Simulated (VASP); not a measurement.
Write the native input for VASP 6.6.1 that does the following.

- Task: single point
- Functional: PBE
- Potentials or basis: VASP PAW PBE potentials, release 64 (Ca_sv, Ag, F)
- Cutoff: 520 eV
- k mesh: 12 × 12 × 6
- Occupations: gaussian, width 0.1 eV
- Spin: no spin polarisation
- Dipole correction: no
- Further INCAR settings: ALGO = Normal; EDIFF = 1e-07; NBANDS = 27

The structure of Ca2AgF lies in POSCAR:

```
Ca2AgF
1.0
    3.8770455987      0.0000000000      0.0000000000
   -1.9385227994      3.3576199801      0.0000000000
    0.0000000000      0.0000000000      7.3402983332
Ca Ag F
2 1 1
Direct
    0.3333333333      0.6666666667      0.2741059305
    0.6666666667      0.3333333333      0.7258940695
    0.0000000000      0.0000000000      0.0000000000
    0.0000000000      0.0000000000      0.5000000000
```

The cell was generated, and may not be a known phase.

The input as run:

INCAR

```
ALGO = Normal
EDIFF = 1E-7
ENCUT = 520
GGA = PE
ISIF = 2
ISMEAR = 0
LASPH = True
LCHARG = False
LREAL = False
LWAVE = False
NBANDS = 27
NELM = 80
PREC = Accurate
SIGMA = 0.1
```

KPOINTS

```
k-points
0
Gamma
  12 12 6
```

Potentials or basis: VASP PAW PBE potentials, release 64 (Ca_sv, Ag, F).

Command:

```bash
$ cat potpaw_PBE.64/Ca_sv/POTCAR potpaw_PBE.64/Ag/POTCAR potpaw_PBE.64/F/POTCAR > POTCAR
$ mpirun -np 1 vasp_std > vasp.out
```

Results of the run:

- Pressure: 0.0 GPa
- Largest force: 0.006 eV/Å
- Band gap on the k mesh: zero (bands 19 and 20 overlap by 0.30 eV)

Wall time 2.9 min on 1 thread of Intel(R) Xeon(R) 6975P-C (Granite Rapids), with other jobs on the host, peak memory 0.39 GiB.
